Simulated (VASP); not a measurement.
# ZnSe (F-43m) in VASP: further runs

Runs on ZnSe. Level: PBEsol. Tasks: relaxation of cell and atoms.

Program: VASP 6.6.1. These are calculated values, not measurements. Logs are shortened: lines on timing, memory, paths and dates and some standing lists are left out, and cuts for length are marked.

**1. The cell of the first run**

It takes space group F-43m (No. 216, cubic). The conventional cell has a = 5.633 Å, b = 5.633 Å, c = 5.633 Å, α = 90.00°, β = 90.00°, γ = 90.00°. Zn (site symmetry -43m) has 4 Se at 2.44 Å within 3.2 Å. Se (site symmetry -43m) has 4 Zn at 2.44 Å within 3.2 Å.

**2. Relaxation of cell and atoms, PBEsol, target pressure 7 GPa, at which the enthalpy is minimised**

File INCAR:

```
SYSTEM = ZnSe
PREC     = Accurate       ! precision mode
ENCUT    = 600            ! plane-wave cutoff, eV
EDIFF    = 1E-7           ! SCF threshold, eV
ISMEAR   = 0              ! smearing method
SIGMA    = 0.01           ! smearing width, eV
LREAL    = .FALSE.        ! projectors in reciprocal space
LASPH    = .TRUE.         ! aspherical terms in the spheres
NELM     = 100            ! most SCF steps
ALGO     = Normal         ! electronic algorithm
ISIF     = 3              ! what is computed and relaxed
LWAVE    = .FALSE.        ! write WAVECAR
LCHARG   = .FALSE.        ! write CHGCAR
GGA      = PS             ! functional
IBRION   = 2              ! ionic algorithm
NSW      = 100            ! ionic steps
EDIFFG   = -0.002         ! ionic threshold
PSTRESS  = 70.0
```

File KPOINTS:

```
Automatic mesh
0
G
  8 8 8
  0 0 0
```

File POSCAR:

```
ZnSe
1.0
    2.8165925223      2.8165925223      0.0000000000
   -2.8165925223      2.8165925223      0.0000000000
    0.0000000000      2.8165925223      2.8165925223
Zn Se
1 1
Direct
    0.0000000000      0.0000000000      0.0000000000
    0.7500000000      0.2500000000      0.5000000000
```

Potentials or basis: VASP PAW PBE potentials, release 64 (Zn, Se).

On the command line:

```console
$ cat potpaw_PBE.64/Zn/POTCAR potpaw_PBE.64/Se/POTCAR > POTCAR
$ mpirun -np 1 vasp_std > vasp.out
```

OUTCAR:

```text
SYSTEM = ZnSe
   PREC = Accurate
   ENCUT = 600
   EDIFF = 1E-7
   ISMEAR = 0
   LREAL = .FALSE.
   LASPH = .TRUE.
   NELM = 100
   ISIF = 3
   GGA = PS
   IBRION = 2
   NSW = 100
   EDIFFG = -0.002
   PSTRESS = 70.0

 ion  position               nearest neighbor table
   1  0.000  0.000  0.000-   2 2.44   2 2.44   2 2.44   2 2.44
   2  0.750  0.250  0.500-   1 2.44   1 2.44   1 2.44   1 2.44

  LATTYP: Found a face centered cubic cell.
 ALAT       =     5.6331850446

  Lattice vectors:

 A1 = (   0.0000000000,   2.8165925223,   2.8165925223)
 A2 = (   2.8165925223,   0.0000000000,   2.8165925223)
 A3 = (   2.8165925223,   2.8165925223,   0.0000000000)

Analysis of symmetry for initial positions (statically):
=====================================================================
 Subroutine PRICEL returns:
 Original cell was already a primitive cell.

 Routine SETGRP: Setting up the symmetry group for a
 face centered cubic supercell.

 Subroutine GETGRP returns: Found 24 space group operations
 (whereof 24 operations were pure point group operations)
 out of a pool of 48 trial point group operations.

The static configuration has the point symmetry T_d .

Analysis of symmetry for dynamics (positions and initial velocities):
=====================================================================
 Subroutine PRICEL returns:
 Original cell was already a primitive cell.

 Routine SETGRP: Setting up the symmetry group for a
 face centered cubic supercell.

 Subroutine GETGRP returns: Found 24 space group operations
 (whereof 24 operations were pure point group operations)
 out of a pool of 48 trial point group operations.

The dynamic configuration has the point symmetry T_d .

 Subroutine INISYM returns: Found 24 space group operations
 (whereof 24 operations are pure point group operations),
 and found     1 'primitive' translations

----------------------------------------------------------------------------------------

                                     Primitive cell

  volume of cell :      44.6891

  direct lattice vectors                    reciprocal lattice vectors
     2.816592522  2.816592522  0.000000000     0.177519466  0.177519466 -0.177519466
    -2.816592522  2.816592522  0.000000000    -0.177519466  0.177519466 -0.177519466
     0.000000000  2.816592522  2.816592522     0.000000000  0.000000000  0.355038932

  length of vectors
     3.983263345  3.983263345  3.983263345     0.307472734  0.307472734  0.355038932

  position of ions in fractional coordinates (direct lattice)
     0.000000000  0.000000000  0.000000000
     0.750000000  0.250000000  0.500000000

  ion indices of the primitive-cell ions
   primitive index   ion index
                 1           1
                 2           2

----------------------------------------------------------------------------------------

 KPOINTS: Automatic mesh

Automatic generation of k-mesh.
 Grid dimensions read from file:
 generate k-points for:    8    8    8

 Generating k-lattice:

  Cartesian coordinates                     Fractional coordinates (reciprocal lattice)
     0.022189933  0.022189933 -0.022189933     0.125000000  0.000000000  0.000000000
    -0.022189933  0.022189933 -0.022189933     0.000000000  0.125000000  0.000000000
     0.000000000  0.000000000  0.044379866     0.000000000  0.000000000  0.125000000

  Length of vectors
     0.038434092  0.038434092  0.044379866

  Shift w.r.t. Gamma in fractional coordinates (k-lattice)
     0.000000000  0.000000000  0.000000000

 Subroutine IBZKPT returns following result:
 ===========================================

 Found     29 irreducible k-points:

 Following reciprocal coordinates:
            Coordinates               Weight
  0.000000  0.000000  0.000000      1.000000
  0.125000  0.000000  0.000000      8.000000
  0.250000  0.000000  0.000000      8.000000
  0.375000  0.000000  0.000000      8.000000
  0.500000  0.000000  0.000000      4.000000
  0.125000  0.125000  0.000000     12.000000
[... 16 lines left out ...]
  0.375000  0.250000  0.125000     48.000000
  0.500000  0.250000  0.125000     24.000000
 [... further k-points ...]
   k-points           NKPTS =     29   k-points in BZ     NKDIM =     29   number of bands    NBANDS=     13
   number of dos      NEDOS =    301   number of ions     NIONS =      2
   total plane-waves  NPLWV =  32768
   dimension x,y,z NGX =    32 NGY =   32 NGZ =   32
   dimension x,y,z NGXF=    64 NGYF=   64 NGZF=   64
   ions per type =               1   1
   NGX,Y,Z   is equivalent  to a cutoff of  13.36, 13.36, 13.36 a.u.
   NGXF,Y,Z  is equivalent  to a cutoff of  26.71, 26.71, 26.71 a.u.
 SYSTEM =  ZnSe
   PREC   = accura    normal or accurate (medium, high low for compatibility)
   ISTART =      0    job   : 0-new  1-cont  2-samecut
   ICHARG =      2    charge: 1-file 2-atom 10-const
   ISPIN  =      1    spin polarized calculation?
   LNONCOLLINEAR =      F non collinear calculations
   LSORBIT =      F    spin-orbit coupling
   LASPH  =      T    aspherical Exc in radial PAW
   ENCUT  =  600.0 eV  44.10 Ry    6.64 a.u.   7.96  7.96  7.96*2*pi/ulx,y,z
   NELM   =    100;   NELMIN=  2; NELMDL= -5     # of ELM steps
   EDIFF  = 0.1E-06   stopping-criterion for ELM
   LREAL  =      F    real-space projection
   EDIFFG = -.2E-02   stopping-criterion for IOM
   NSW    =    100    number of steps for IOM
   IBRION =      2    ionic relax: 0-MD 1-quasi-New 2-CG
   NFREE  =      1    steps in history (QN), initial steepest desc. (CG)
   ISIF   =      3    stress and relaxation
   ISYM   =      2    0-nonsym 1-usesym 2-fastsym
   POTIM  = 0.5000    time-step for ionic-motion
   TEBEG  =    0.0;   TEEND  =   0.0 temperature during run
   PSTRESS=   70.0 pullay stress
   NELECT =      18.0000    total number of electrons
   NUPDOWN=      -1.0000    fix difference up-down
   EMIN   =  10.00;   EMAX   =-10.00  energy-range for DOS
   EFERMI =   0.00;   METHOD = LEGACY
   ISMEAR =     0;   SIGMA  =   0.01  broadening in eV -4-tet -1-fermi 0-gaus
   EFERMI_NEDOS =   21; number of points for ismear=-14 and -15
   IALGO  =     38    algorithm
   IMIX   =      4    mixing-type and parameters
     AMIX     =   0.40;   BMIX     =  1.00
     AMIX_MAG =   1.60;   BMIX_MAG =  1.00
  volume/ion in A,a.u.               =      22.34       150.79
  Fermi-wavevector in a.u.,A,eV,Ry     =   1.209015  2.284707 19.887867  1.461717
  Thomas-Fermi vector in A             =   2.344605
   LORBIT       =      0    0 simple, 1 ext, 2 COOP (PROOUT), +10 PAW based schemes
   GGA     = PS    functional components
   LHFCALC =     F    Hartree Fock is set to
   AEXX    =    0.0000 exact exchange contribution
   IVDW    =     0    specifies the selected vdW correction
   LEPSILON=     F    determine dielectric tensor
   LRPA    =     F    only Hartree local field effects (RPA)
 conjugate gradient relaxation of ions
 non-spin polarized calculation
 Gauss-broadening in eV      SIGMA  =   0.01
  energy-cutoff  :      600.00
  volume of cell :       44.69
 maximum number of plane-waves:      1524
   NGX = 15   NGY = 15   NGZ = 15

--------------------------------------- Ionic step        1  -------------------------------------------

 number of electron      17.9999985 magnetization

 Free energy of the ion-electron system (eV)
  ---------------------------------------------------
  ext. energy  EPLUGINS =         0.00000000
  ---------------------------------------------------
  free energy    TOTEN  =        -6.77296881 eV

  energy without entropy =       -6.77296881  energy(sigma->0) =       -6.77296881

------------------------ aborting loop because EDIFF is reached ----------------------------------------

  FORCE on cell =-STRESS in cart. coord.  units (eV):
  Direction    XX          YY          ZZ          XY          YZ          ZX
  --------------------------------------------------------------------------------------
  -------------------------------------------------------------------------------------
  Total        0.0707772      0.0707772      0.0707772      0.0000000      0.0000000     -0.0000000
  in kB        2.5374761      2.5374761      2.5374761      0.0000000      0.0000000     -0.0000000
  external PRESSURE =     -67.4625239 kB  Pullay stress =      70.0000000 kB
[... 99 lines left out ...]
  enthalpy is  TOTEN    =        -4.9022019629 eV   P V=        1.7955104479

--------------------------------------- Ionic step        4  -------------------------------------------

 number of electron      18.0000013 magnetization

 E-fermi :   2.5418     XC(G=0): -10.0062

 val. band max:        2.4358985109   @ k =   0.0000   0.0000   0.0000
 cond. band min:       4.0349859537   @ k =   0.0000   0.0000   0.0000
 fundamental gap:      1.5990874429
 Fermi energy:         2.5418250458

 k-point     1 :       0.0000    0.0000    0.0000
  band No.  band energies     occupation
      1     -11.5788      2.00000
      2      -4.5637      2.00000
      3      -4.5637      2.00000
      4      -4.5637      2.00000
      5      -4.0908      2.00000
      6      -4.0908      2.00000
      7       2.4359      2.00000
      8       2.4359      2.00000
      9       2.4359      2.00000
     10       4.0350      0.00000
     11       8.1131      0.00000
     12       8.1131      0.00000
     13       8.1131      0.00000
[... 441 lines left out ...]
  enthalpy is  TOTEN    =        -4.9021975830 eV   P V=        1.7960839451

--------------------------------------- Ionic step        6  -------------------------------------------

 number of electron      18.0000013 magnetization

 Free energy of the ion-electron system (eV)
  ---------------------------------------------------
  ext. energy  EPLUGINS =         0.00000000
  ---------------------------------------------------
  free energy    TOTEN  =        -6.69706957 eV

  energy without entropy =       -6.69706957  energy(sigma->0) =       -6.69706957

 E-fermi :   2.5282     XC(G=0):  -9.9999

 val. band max:        2.4228346000   @ k =   0.0000   0.0000   0.0000
 cond. band min:       4.0161703886   @ k =   0.0000   0.0000   0.0000
 fundamental gap:      1.5933357886
 Fermi energy:         2.5281859945

 k-point     1 :       0.0000    0.0000    0.0000
  band No.  band energies     occupation
      1     -11.5817      2.00000
      2      -4.5703      2.00000
      3      -4.5703      2.00000
      4      -4.5703      2.00000
      5      -4.0989      2.00000
      6      -4.0989      2.00000
      7       2.4228      2.00000
      8       2.4228      2.00000
      9       2.4228      2.00000
     10       4.0162      0.00000
     11       8.1010      0.00000
     12       8.1010      0.00000
     13       8.1010      0.00000
[... 397 lines left out ...]
  FREE ENERGIE OF THE ION-ELECTRON SYSTEM (eV)
  ---------------------------------------------------
  free  energy   TOTEN  =        -6.6970695723 eV

  energy  without entropy=       -6.6970695723  energy(sigma->0) =       -6.69706957

  enthalpy is  TOTEN    =        -4.9022037919 eV   P V=        1.7948657803

 reached required accuracy - stopping structural energy minimisation
```

It took 1.7 min on 1 thread of AMD EPYC 7R13, shared host; peak memory 0.17 GiB.

What came out:

```yaml
Free_energy: -6.6971 eV
Relaxed_volume: 20.54 Å³/atom
Relaxed_cell: a = 3.873 Å, b = 3.873 Å, c = 3.873 Å, α = 60.00°, β = 60.00°, γ = 90.00°
Space_group_after_relaxing_to_0.05_Å: F-43m (No. 216)
Energy_change_on_relaxing_the_enthalpy_is_what_falls: +37.9 meV/atom
Ionic_steps: 6
Pressure_after_relaxing: 7.0 GPa
Band_gap_on_the_k_mesh: 1.59 eV, direct
```

Step by step:
| step | energy change (eV) | largest force (eV/Å) | pressure (GPa) | volume (Å³) |
| --- | --- | --- | --- | --- |
| 1 | 0.0000 | 0.0000 | 0.25 | 44.69 |
| 2 | 0.2110 | 0.0000 | 12.91 | 38.88 |
| 3 | 0.0753 | 0.0000 | 6.97 | 41.10 |
| 4 | 0.0783 | 0.0000 | 7.12 | 41.03 |
| 5 | 0.0747 | 0.0000 | 6.95 | 41.11 |
| 6 | 0.0759 | 0.0000 | 6.99 | 41.08 |

Final structure:
```
CELL_PARAMETERS angstrom
2.73866 2.73866 0.00000
-2.73866 2.73866 0.00000
0.00000 2.73866 2.73866
ATOMIC_POSITIONS crystal
Zn 0.00000 0.00000 0.00000
Se 0.75000 0.25000 0.50000
```

Levels at points of the mesh, in eV from the valence-band top:
```csv
k point,band 6,band 7,band 8,band 9,band 10,band 11,band 12,band 13
"(0.00, 0.00, 0.00)",-6.52,0.00,0.00,0.00,1.59,5.68,5.68,5.68
"(0.50, 0.00, 0.00)",-6.33,-5.99,-1.04,-1.04,2.62,6.26,6.26,8.62
"(0.50, 0.50, 0.00)",-6.31,-5.25,-2.61,-2.61,2.58,3.32,11.41,11.89
```

Caveat: the cell is relaxed towards a set pressure, so the enthalpy falls and the energy may rise; the PAW data sets were made with another functional, which shifts forces and pressure a little.

**3. Relaxation of cell and atoms, PBEsol, target pressure 10 GPa, at which the enthalpy is minimised**

File INCAR:

```
PREC = Accurate
ENCUT = 600
EDIFF = 1E-6
ISMEAR = 0
SIGMA = 0.01
LREAL = False
LASPH = True
NELM = 60
ALGO = Normal
ISIF = 3
LWAVE = False
LCHARG = False
GGA = PS
IBRION = 2
NSW = 100
EDIFFG = -0.002
PSTRESS = 100.0
```

File KPOINTS:

```
Automatic mesh
0
Gamma
  8 8 8
```

POSCAR is that of step 2.

Potentials or basis: VASP PAW PBE potentials, release 64 (Zn, Se).

On the command line:

```console
$ cat potpaw_PBE.64/Zn/POTCAR potpaw_PBE.64/Se/POTCAR > POTCAR
$ mpirun -np 1 vasp_std > vasp.out
```

Wall time 97 s (1 thread of AMD EPYC 7R13, shared host); peak memory 0.17 GiB.

It converged, with:

| Quantity | Value |
| --- | --- |
| Free energy | -6.6342 eV |
| Relaxed volume | 19.94 Å³/atom |
| Relaxed cell | a = 3.835 Å, b = 3.835 Å, c = 3.835 Å, α = 60.00°, β = 60.00°, γ = 90.00° |
| Space group after relaxing (to 0.05 Å) | F-43m (No. 216) |
| Energy change on relaxing (the enthalpy is what falls) | +69.4 meV/atom |
| Ionic steps | 7 |
| Pressure after relaxing | 10.0 GPa |
| Band gap on the k mesh | 1.72 eV, direct |

Step by step:
```
step  energy change (eV)  largest force (eV/Å)  pressure (GPa)  volume (Å³)
   1              0.0000                0.0000            0.25        44.69
   2              0.4681                0.0000           21.56        36.46
   3              0.1355                0.0000            9.87        39.94
   4              0.1412                0.0000           10.07        39.85
   5              0.1384                0.0000            9.94        39.90
   6              0.1390                0.0000           10.04        39.89
   7              0.1388                0.0000            9.99        39.89
```

Final structure:
```
Zn Se
1.0
     2.71192    2.71192    0.00000
    -2.71192    2.71192    0.00000
     0.00000    2.71192    2.71192
Zn Se
1 1
Cartesian
  0.0000 0.0000 0.0000
  1.3560 4.0679 1.3560
```

Levels at points of the mesh, in eV from the valence-band top:
```tsv
k point	band 7	band 8	band 9	band 10	band 11	band 12
(0.00, 0.00, 0.00)	0.00	0.00	0.00	1.72	5.66	5.66
(0.50, 0.00, 0.00)	-6.20	-1.09	-1.09	2.66	6.24	6.24
(0.50, 0.50, 0.00)	-5.39	-2.73	-2.73	2.50	3.29	11.66
```

Caveat: the cell is relaxed towards a set pressure, so the enthalpy falls and the energy may rise; the PAW data sets were made with another functional, which shifts forces and pressure a little. A hybrid or GW would open this gap; PBEsol tends to underestimate it.
